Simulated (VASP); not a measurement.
# TaN: electric field gradients with PBE

TaN:

```
Ta N
1.0
     3.01752    0.00000    0.00000
    -1.50876    2.61325    0.00000
     0.00000    0.00000    4.91800
Ta N
2 2
Direct
  0.00000 0.00000 0.00000
  0.00000 0.00000 0.50000
  0.33333 0.66667 0.25000
  0.66667 0.33333 0.75000
```

This cell differs from its parent crystal: equal xx and yy strain of -1 %.

```
Program                : VASP 6.6.1
Task                   : electric field gradients
Functional             : PBE
Potentials or basis    : VASP PAW PBE potentials, release 64 (Ta_pv, N)
Cutoff                 : 520 eV
k mesh                 : 9 × 9 × 5
Occupations            : fermi-dirac, width 0.01 eV
Spin                   : no spin polarisation
Dipole correction      : no
Further INCAR settings : ALGO = Normal; EDIFF = 1e-08; NBANDS = 24
```

- Pressure: 71.0 GPa
- Band gap on the k mesh: zero (band 16 reaches 10.70 eV, above the bottom of band 17 at 8.33 eV)

Stress tensor (GPa, compression positive):
```
 39.74   0.00   0.00
  0.00  39.74   0.00
  0.00   0.00 133.54
```

Levels at points of the mesh, in eV from the Fermi level:
| k point | band 12 | band 13 | band 14 | band 15 | band 16 | band 17 | band 18 | band 19 | band 20 | band 21 |
| --- | --- | --- | --- | --- | --- | --- | --- | --- | --- | --- |
| (0.00, 0.00, 0.00) | -5.34 | -3.69 | -3.67 | -3.67 | -1.78 | -1.78 | -0.65 | -0.65 | 3.04 | 4.49 |

Electric field gradients, principal values (V/Å²):
```tsv
atom	least	middle	greatest (by size)
1 Ta	90.558	90.558	-181.116
2 Ta	90.558	90.558	-181.116
3 N	-1.808	-1.810	3.619
4 N	-1.808	-1.810	3.619
```

Wall time 61 s on 1 thread of AMD EPYC 7R13 (shared host), peak memory 0.15 GiB.

Caveat: the cell differs from its parent crystal (equal xx and yy strain of -1 %); without QUAD_EFG the Cq values of the log hold for a quadrupole moment of 1 mb, not for the nuclei; spin-orbit coupling is left out, which moves the levels of the heavy elements.
